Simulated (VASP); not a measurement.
A run of VASP 6.6.1 is set up as follows.

POSCAR

```
BN
1.0
    0.0000000000      1.8130010000      1.8673910300
    1.8130010000      0.0000000000      1.8673910300
    1.8130010000      1.8130010000      0.0000000000
B N
1 1
Direct
    0.0000000000      0.0000000000      0.0000000000
    0.7500000000      0.7500000000      0.7500000000
```

INCAR.step1

```
SYSTEM = BN
PREC = Accurate
ENCUT = 520
ISMEAR = 0
SIGMA = 0.05
LREAL = .False.
LASPH = .True.
NELM = 80
NBANDS = 11
GGA = PE
ALGO = Normal
EDIFF = 1E-4
LWAVE = .True.
LCHARG = .False.
```

INCAR.step2

```
SYSTEM = BN
PREC = Accurate
ENCUT = 520
EDIFF = 1E-6
ISMEAR = 0
SIGMA = 0.05
LREAL = .False.
LASPH = .True.
NELM = 80
ALGO = Normal
ISIF = 2
LWAVE = .False.
LCHARG = .False.
METAGGA = R2SCAN
LMIXTAU = .True.
NBANDS = 11
ISTART = 1
```

The input KPOINTS:

```
Automatic mesh
0
Gamma
  12 12 12
  0 0 0
```

Potentials or basis: VASP PAW PBE potentials, release 64 (B, N).

Run with:

```bash
$ cat potpaw_PBE.64/B/POTCAR potpaw_PBE.64/N/POTCAR > POTCAR
$ cp INCAR.step1 INCAR
$ mpirun -np 1 vasp_std > vasp.out
$ cp INCAR.step2 INCAR
$ mpirun -np 1 vasp_std > vasp.out
```

Q: What does it give for the pressure?

A: -14.6 GPa.

Q: What does it give for the band gap on the k mesh?

A: 4.66 eV, indirect (least direct gap 9.17 eV).

Stress tensor (GPa, compression positive):
```
 -8.28   0.00   0.00
  0.00  -8.28   0.00
  0.00   0.00 -27.35
```

Caveat: the cell differs from its parent crystal (strain +0.000 along x and y, +0.030 along z); the PAW data sets were made with another functional, which shifts forces and pressure a little. A k mesh can miss the band edges.
